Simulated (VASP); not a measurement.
# CdSb3O (P4/mmm) in VASP: single point with PBE

Aim: the single point of CdSb3O with PBE.

Program: VASP 6.6.1. These are calculated values, not measurements. Logs are shortened: lines on timing, memory, paths and dates and some standing lists are left out, and cuts for length are marked.

### 1 The cell of the first run

It takes space group P4/mmm (No. 123, tetragonal). Conventional cell: a = 4.296 Å, b = 4.296 Å, c = 6.951 Å, α = 90.00°, β = 90.00°, γ = 90.00°. Within 2.5 Å of Cd (site symmetry 4/mmm) lie 2 Sb at 1.88 Å. Sb (site symmetry 4/mmm) has 4 O at 3.04 Å and 8 Sb at 3.43 Å within 4.0 Å. Sb (site symmetry 4mm) has 1 O at 1.60 Å and 1 Cd at 1.88 Å within 2.1 Å. Within 2.1 Å of O (site symmetry 4/mmm) lie 2 Sb at 1.60 Å.

The cell was generated, and may not be a known phase.

### 2 Single point, PBE

Contents of INCAR:

```
PREC     = Accurate       # precision mode
ENCUT    = 700            # plane-wave cutoff, eV
EDIFF    = 1E-6           # SCF threshold, eV
ISMEAR   = 0              # smearing method
SIGMA    = 0.1            # smearing width, eV
LREAL    = F              # projectors in reciprocal space
LASPH    = T              # aspherical terms in the spheres
NELM     = 120            # most SCF steps
ALGO     = Normal         # electronic algorithm
ISIF     = 2              # what is computed and relaxed
LWAVE    = F              # write WAVECAR
LCHARG   = F              # write CHGCAR
GGA      = PE             # functional
NBANDS   = 44             # bands
GGA_COMPAT= F
```

Contents of KPOINTS:

```
regular mesh
0
Gamma
  4 4 4
```

Contents of POSCAR:

```
CdSb3O
1.0
    4.2955708200      0.0000000000      0.0000000000
    0.0000000000      4.2955708200      0.0000000000
    0.0000000000      0.0000000000      6.9507062200
Cd Sb O
1 3 1
Direct
    0.5000000000      0.5000000000      0.0000000000
    0.0000000000      0.0000000000      0.5000000000
    0.5000000000      0.5000000000      0.2704450900
    0.5000000000      0.5000000000      0.7295549100
    0.5000000000      0.5000000000      0.5000000000
```

Potentials or basis: VASP PAW PBE potentials, release 64 (Cd_sv_GW, Sb_d_GW, O).

The run is started by

```console
$ cat potpaw_PBE.64/Cd_sv_GW/POTCAR potpaw_PBE.64/Sb_d_GW/POTCAR potpaw_PBE.64/O/POTCAR > POTCAR
$ mpirun -np 1 vasp_std > vasp.out
```

OUTCAR:

```text
PREC = Accurate
   ENCUT = 700
   EDIFF = 1E-6
   ISMEAR = 0
   LREAL = F
   LASPH = T
   NELM = 120
   ISIF = 2
   GGA = PE

 ion  position               nearest neighbor table
   1  0.500  0.500  0.000-   3 1.88   4 1.88
   2  0.000  0.000  0.500-
   3  0.500  0.500  0.270-   5 1.60   1 1.88   4 3.19
   4  0.500  0.500  0.730-   5 1.60   1 1.88   3 3.19
   5  0.500  0.500  0.500-   3 1.60   4 1.60

  LATTYP: Found a simple tetragonal cell.
 ALAT       =     4.2955708200
 C/A-ratio  =     1.6181100280

  Lattice vectors:

 A1 = (   4.2955708200,   0.0000000000,   0.0000000000)
 A2 = (   0.0000000000,   4.2955708200,   0.0000000000)
 A3 = (   0.0000000000,   0.0000000000,   6.9507062200)

Analysis of symmetry for initial positions (statically):
=====================================================================
 Subroutine PRICEL returns:
 Original cell was already a primitive cell.

 Routine SETGRP: Setting up the symmetry group for a
 simple tetragonal supercell.

 Subroutine GETGRP returns: Found 16 space group operations
 (whereof 16 operations were pure point group operations)
 out of a pool of 16 trial point group operations.

The static configuration has the point symmetry D_4h.

Analysis of symmetry for dynamics (positions and initial velocities):
=====================================================================
 Subroutine PRICEL returns:
 Original cell was already a primitive cell.

 Routine SETGRP: Setting up the symmetry group for a
 simple tetragonal supercell.

 Subroutine GETGRP returns: Found 16 space group operations
 (whereof 16 operations were pure point group operations)
 out of a pool of 16 trial point group operations.

The dynamic configuration has the point symmetry D_4h.

 Subroutine INISYM returns: Found 16 space group operations
 (whereof 16 operations are pure point group operations),
 and found     1 'primitive' translations

----------------------------------------------------------------------------------------

                                     Primitive cell

  volume of cell :     128.2539

  direct lattice vectors                    reciprocal lattice vectors
     4.295570820  0.000000000  0.000000000     0.232797931  0.000000000  0.000000000
     0.000000000  4.295570820  0.000000000     0.000000000  0.232797931  0.000000000
     0.000000000  0.000000000  6.950706220     0.000000000  0.000000000  0.143870273

  length of vectors
     4.295570820  4.295570820  6.950706220     0.232797931  0.232797931  0.143870273

  position of ions in fractional coordinates (direct lattice)
     0.500000000  0.500000000  0.000000000
     0.000000000  0.000000000  0.500000000
     0.500000000  0.500000000  0.270445090
     0.500000000  0.500000000  0.729554910
     0.500000000  0.500000000  0.500000000

  ion indices of the primitive-cell ions
   primitive index   ion index
                 1           1
                 2           2
                 3           3
                 4           4
                 5           5

----------------------------------------------------------------------------------------

 KPOINTS: regular mesh

Automatic generation of k-mesh.
 Grid dimensions read from file:
 generate k-points for:    4    4    4

 Generating k-lattice:

  Cartesian coordinates                     Fractional coordinates (reciprocal lattice)
     0.058199483  0.000000000  0.000000000     0.250000000  0.000000000  0.000000000
     0.000000000  0.058199483  0.000000000     0.000000000  0.250000000  0.000000000
     0.000000000  0.000000000  0.035967568     0.000000000  0.000000000  0.250000000

  Length of vectors
     0.058199483  0.058199483  0.035967568

  Shift w.r.t. Gamma in fractional coordinates (k-lattice)
     0.000000000  0.000000000  0.000000000

 Subroutine IBZKPT returns following result:
 ===========================================

 Found     18 irreducible k-points:

 Following reciprocal coordinates:
            Coordinates               Weight
  0.000000  0.000000  0.000000      1.000000
  0.250000  0.000000  0.000000      4.000000
  0.500000  0.000000  0.000000      2.000000
  0.250000  0.250000  0.000000      4.000000
  0.500000  0.250000  0.000000      4.000000
  0.500000  0.500000  0.000000      1.000000
[... 10 lines left out ...]
  0.500000  0.250000  0.500000      4.000000
  0.500000  0.500000  0.500000      1.000000
   k-points           NKPTS =     18   k-points in BZ     NKDIM =     18   number of bands    NBANDS=     44
   number of dos      NEDOS =    301   number of ions     NIONS =      5
   total plane-waves  NPLWV =  96000
   dimension x,y,z NGX =    40 NGY =   40 NGZ =   60
   dimension x,y,z NGXF=    80 NGYF=   80 NGZF=  120
   ions per type =               1   3   1
   NGX,Y,Z   is equivalent  to a cutoff of  15.48, 15.48, 14.35 a.u.
   NGXF,Y,Z  is equivalent  to a cutoff of  30.96, 30.96, 28.70 a.u.
 SYSTEM =  unknown system
   PREC   = accura    normal or accurate (medium, high low for compatibility)
   ISTART =      0    job   : 0-new  1-cont  2-samecut
   ICHARG =      2    charge: 1-file 2-atom 10-const
   ISPIN  =      1    spin polarized calculation?
   LNONCOLLINEAR =      F non collinear calculations
   LSORBIT =      F    spin-orbit coupling
   LASPH  =      T    aspherical Exc in radial PAW
   ENCUT  =  700.0 eV  51.45 Ry    7.17 a.u.   9.27  9.27 14.99*2*pi/ulx,y,z
   NELM   =    120;   NELMIN=  2; NELMDL= -5     # of ELM steps
   EDIFF  = 0.1E-05   stopping-criterion for ELM
   LREAL  =      F    real-space projection
   EDIFFG = 0.1E-04   stopping-criterion for IOM
   NSW    =      0    number of steps for IOM
   IBRION =     -1    ionic relax: 0-MD 1-quasi-New 2-CG
   NFREE  =      0    steps in history (QN), initial steepest desc. (CG)
   ISIF   =      2    stress and relaxation
   ISYM   =      2    0-nonsym 1-usesym 2-fastsym
   POTIM  = 0.5000    time-step for ionic-motion
   TEBEG  =    0.0;   TEEND  =   0.0 temperature during run
   PSTRESS=    0.0 pullay stress
   NELECT =      71.0000    total number of electrons
   NUPDOWN=      -1.0000    fix difference up-down
   EMIN   =  10.00;   EMAX   =-10.00  energy-range for DOS
   EFERMI =   0.00;   METHOD = LEGACY
   ISMEAR =     0;   SIGMA  =   0.10  broadening in eV -4-tet -1-fermi 0-gaus
   EFERMI_NEDOS =   21; number of points for ismear=-14 and -15
   IALGO  =     38    algorithm
   IMIX   =      4    mixing-type and parameters
     AMIX     =   0.40;   BMIX     =  1.00
     AMIX_MAG =   1.60;   BMIX_MAG =  1.00
  volume/ion in A,a.u.               =      25.65       173.10
  Fermi-wavevector in a.u.,A,eV,Ry     =   1.344221  2.540210 24.584781  1.806930
  Thomas-Fermi vector in A             =   2.472232
   LORBIT       =      0    0 simple, 1 ext, 2 COOP (PROOUT), +10 PAW based schemes
   GGA     = PE    functional components
   LHFCALC =     F    Hartree Fock is set to
   AEXX    =    0.0000 exact exchange contribution
   IVDW    =     0    specifies the selected vdW correction
   LEPSILON=     F    determine dielectric tensor
   LRPA    =     F    only Hartree local field effects (RPA)
 non-spin polarized calculation
 Gauss-broadening in eV      SIGMA  =   0.10
  energy-cutoff  :      700.00
  volume of cell :      128.25
 maximum number of plane-waves:      5438
 NGX is ok and might be reduce to    40
   NGX = 19   NGY = 19   NGZ = 29

 number of electron      71.0000021 magnetization

 Free energy of the ion-electron system (eV)
  ---------------------------------------------------
  ext. energy  EPLUGINS =         0.00000000
  ---------------------------------------------------
  free energy    TOTEN  =         4.83840850 eV

  energy without entropy =        4.87737026  energy(sigma->0) =        4.85788938

 E-fermi :   4.7804     XC(G=0):  -9.5288

 val. band max:        4.7662687443   @ k =   0.2500   0.0000   0.5000
 cond. band min:       4.7822582046   @ k =   0.0000   0.0000   0.5000
 fundamental gap:      0.0159894603
 Fermi energy:         4.7804132940

 k-point     1 :       0.0000    0.0000    0.0000
  band No.  band energies     occupation
      1    -101.6764      2.00000
      2     -63.9231      2.00000
      3     -62.2968      2.00000
      4     -62.2968      2.00000
      5     -28.0552      2.00000
      6     -26.9812      2.00000
[... 36 lines left out ...]
     43      11.6093      0.00000
     44      11.9268      0.00000

 k-point     2 :       0.2500    0.0000    0.0000
  band No.  band energies     occupation
      1    -101.6764      2.00000
      2     -63.9231      2.00000
      3     -62.2969      2.00000
      4     -62.2968      2.00000
      5     -28.0549      2.00000
      6     -26.9810      2.00000
[... 36 lines left out ...]
     43      10.7955      0.00000
     44      11.5960      0.00000

 k-point     3 :       0.5000    0.0000    0.0000
  band No.  band energies     occupation
      1    -101.6764      2.00000
      2     -63.9231      2.00000
      3     -62.2969      2.00000
      4     -62.2968      2.00000
      5     -28.0547      2.00000
      6     -26.9807      2.00000
[... 36 lines left out ...]
     43      11.6736      0.00000
     44      11.8809      0.00000

 k-point     4 :       0.2500    0.2500    0.0000
  band No.  band energies     occupation
      1    -101.6764      2.00000
      2     -63.9231      2.00000
      3     -62.2969      2.00000
      4     -62.2969      2.00000
      5     -28.0548      2.00000
      6     -26.9807      2.00000
[... 600 lines left out ...]
     43      11.0271      0.00000
     44      11.8813      0.00000

 k-point    17 :       0.5000    0.2500    0.5000
  band No.  band energies     occupation
      1    -101.6764      2.00000
      2     -63.9231      2.00000
      3     -62.2969      2.00000
      4     -62.2969      2.00000
      5     -27.5900      2.00000
      6     -27.5136      2.00000
[... 36 lines left out ...]
     43      11.5607      0.00000
     44      11.7025      0.00000

 k-point    18 :       0.5000    0.5000    0.5000
  band No.  band energies     occupation
      1    -101.6764      2.00000
      2     -63.9231      2.00000
      3     -62.2969      2.00000
      4     -62.2969      2.00000
      5     -27.5899      2.00000
      6     -27.5134      2.00000
[... 36 lines left out ...]
     43      10.0622      0.00000
     44      10.6298      0.00000

------------------------ aborting loop because EDIFF is reached ----------------------------------------

  FORCE on cell =-STRESS in cart. coord.  units (eV):
  Direction    XX          YY          ZZ          XY          YZ          ZX
  --------------------------------------------------------------------------------------
  -------------------------------------------------------------------------------------
  Total        2.2118516      2.2118516    176.4903469      0.0000000      0.0000000     -0.0000000
  in kB       27.6309526     27.6309526   2204.7575532      0.0000000      0.0000000     -0.0000000
  external PRESSURE =     753.3398195 kB  Pullay stress =       0.0000000 kB

 VOLUME and BASIS-vectors are now :
 -----------------------------------------------------------------------------
  energy-cutoff  :      700.00
  volume of cell :      128.25
      direct lattice vectors                 reciprocal lattice vectors
     4.295570820  0.000000000  0.000000000     0.232797931  0.000000000  0.000000000
     0.000000000  4.295570820  0.000000000     0.000000000  0.232797931  0.000000000
     0.000000000  0.000000000  6.950706220     0.000000000  0.000000000  0.143870273

 POSITION                                       TOTAL-FORCE (eV/Angst)
 -----------------------------------------------------------------------------------
      2.14779      2.14779      0.00000         0.000000      0.000000      0.000000
      0.00000      0.00000      3.47535         0.000000      0.000000      0.000000
      2.14779      2.14779      1.87978        -0.000000      0.000000     11.857921
      2.14779      2.14779      5.07092         0.000000     -0.000000    -11.857921
      2.14779      2.14779      3.47535         0.000000      0.000000      0.000000
 -----------------------------------------------------------------------------------
    total drift:                               -0.000000     -0.000000     -0.000000

  FREE ENERGIE OF THE ION-ELECTRON SYSTEM (eV)
  ---------------------------------------------------
  free  energy   TOTEN  =         4.8384085033 eV

  energy  without entropy=        4.8773702624  energy(sigma->0) =        4.85788938
```

Run time: 5.2 min. Hardware: 1 thread of Intel Xeon 6975P-C (Granite Rapids), shared host; peak memory 0.42 GiB.

Results:

```
Free energy            : 4.8384 eV
Pressure               : 75.3 GPa
Largest force          : 11.858 eV/Å
Band gap on the k mesh : zero (an odd number of electrons rules out a gap without spin polarisation)
```

Forces in eV/Å, atoms in the order of the input:
```
Cd    0.000   0.000   0.000
Sb    0.000   0.000   0.000
Sb    0.000   0.000  11.858
Sb    0.000   0.000 -11.858
O     0.000   0.000   0.000
```

Stress tensor (GPa, compression positive):
```
  2.76   0.00   0.00
  0.00   2.76   0.00
  0.00   0.00 220.48
```

Levels at points of the mesh, in eV from the Fermi level:
```
           k point  band 32  band 33  band 34  band 35  band 36  band 37  band 38  band 39
(0.00, 0.00, 0.00)    -0.79    -0.79    -0.61     0.21     0.21     0.72     1.41     1.41
(0.50, 0.00, 0.00)    -3.22    -2.50    -2.41    -0.07    -0.06     0.59     2.48     2.71
(0.50, 0.50, 0.00)    -2.54    -2.54    -1.63    -1.63    -0.82     0.06     0.06     1.15
(0.00, 0.00, 0.50)    -1.62    -1.62    -1.22     0.00     0.00     2.84     3.30     3.30
(0.50, 0.00, 0.50)    -4.42    -1.85    -1.30    -0.06     0.19     0.71     2.01     2.53
(0.50, 0.50, 0.50)    -3.42    -3.42    -1.69    -1.69    -0.96     2.50     2.50     3.43
```

Caveat: the k points lie up to 0.37 Å⁻¹ apart, too coarse for converged energies and pressures of a metal; atoms lie so close that the PAW spheres overlap strongly, which falsifies energies and pressures; spin-orbit coupling is left out, which moves the levels of the heavy elements; an odd number of electrons without spin polarisation forces a metal; a magnetic or distorted state may lie lower.
